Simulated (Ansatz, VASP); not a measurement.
Two plane-wave programs on SnO2

```
CELL_PARAMETERS angstrom
4.75994 0.00000 0.00000
0.00000 4.75994 0.00000
0.00000 0.00000 3.39275
ATOMIC_POSITIONS crystal
Sn 0.50000 0.50000 0.50000
Sn 0.00000 0.00000 0.00000
O 0.30735 0.30735 0.00000
O 0.80735 0.19265 0.50000
O 0.19265 0.80735 0.50000
O 0.69265 0.69265 0.00000
```

Change from the starting cell: strain along c alone, the other axes held, atoms relaxed: +6.0 %.

Alike in both runs: functional r2SCAN; k mesh 6 × 6 × 8; occupations gaussian, width 0.02 eV; no spin polarisation.

Ansatz relaxed the structure, and its values are those at the end. VASP's run is a single point on that final structure, the one shown.

|  | VASP | Ansatz |
| --- | --- | --- |
| version | VASP 6.6.1 | Ansatz 0.2.0 |
| potentials or method | VASP PAW PBE potentials, release 64 (Sn_d, O), cutoff 520 eV | scalar-relativistic, plane waves, PAW |
| valence electrons in the cell | 52 | 52 |

Ansatz gave:

```
gap on the k mesh at the Fermi level (eV) : 0.93
least direct gap on the mesh (eV)         : 0.93
pressure (GPa)                            : -12.3
rms of the force components (eV/Å)        : 0.005
```

Task: Estimate VASP's values.

Result: gap on the k mesh at the Fermi level (eV): 0.95; least direct gap on the mesh (eV): 0.95; pressure (GPa): -11.5; rms of the force components (eV/Å): 0.006.

VASP's potentials were made for PBE, not for r2SCAN. Ansatz's warnings: stress scf threshold loose.
